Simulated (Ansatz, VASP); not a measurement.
# Os in VASP and in Ansatz

INCAR

```
SYSTEM = Os
PREC     = Accurate       ! precision mode
ENCUT    = 520            ! plane-wave cutoff, eV
EDIFF    = 1E-6           ! SCF threshold, eV
ISMEAR   = -1             ! smearing method
SIGMA    = 0.05           ! smearing width, eV
LREAL    = .False.        ! projectors in reciprocal space
LASPH    = .True.         ! aspherical terms in the spheres
NELM     = 100            ! most SCF steps
ALGO     = Normal         ! electronic algorithm
ISIF     = 2              ! what is computed and relaxed
LWAVE    = .False.        ! write WAVECAR
LCHARG   = .False.        ! write CHGCAR
GGA      = PE             ! functional
NBANDS   = 15             ! bands
```

The input KPOINTS:

```
regular mesh
0
Gamma
  15 15 9
  0 0 0
```

Contents of POSCAR:

```
Os
1.0
    2.7340999755      0.0000000000      0.0000000000
   -1.3670499878      2.3678000353      0.0000000000
    0.0000000000      0.0000000000      4.3197000000
Os
2
Direct
    0.3333333333      0.6666666667      0.2500000000
    0.6666666667      0.3333333333      0.7500000000
```

Input for Ansatz:

```yaml
crystal:
  lattice:
    - [2.7340999755, 0.0, 0.0]
    - [-1.3670499878, 2.3678000353, 0.0]
    - [0.0, 0.0, 4.3197]
  atoms:
    - { symbol: Os, position: [0.3333333333, 0.6666666667, 0.25] }
    - { symbol: Os, position: [0.6666666667, 0.3333333333, 0.75] }
kpoints:
  mp_grid: { grid: [15, 15, 9] }
scf:
  occupations: { method: fermi_dirac, width: 0.05 }
hamiltonian:
  xc: pbe
  pseudopotentials: { kind: all_electron, lapw: { basis_error: 0.0005 } }
output:
  forces: true
  stress: true
  eigenvalues: true
basis:
  ecutwfc: 150
```

Alike in both runs: task single point; functional PBE; k mesh 15 × 15 × 9; occupations fermi-dirac, width 0.05 eV; no spin polarisation.

|  | VASP | Ansatz |
| --- | --- | --- |
| version | VASP 6.6.1 | Ansatz 0.2.0 |
| potentials or method | VASP PAW PBE potentials, release 64 (Os), cutoff 520 eV | all-electron LAPW, scalar-relativistic |

Ansatz gave:

* pressure (GPa): 9.1
* traceless stress, the component that is largest in VASP (GPa): 0.62

Task: Which values does VASP return?

Result: Pressure (GPa): 8.7; traceless stress, the component that is largest in VASP (GPa): 0.52.

Ansatz ran all-electron here, and VASP with PAW potentials.

Spin-orbit coupling is off throughout.
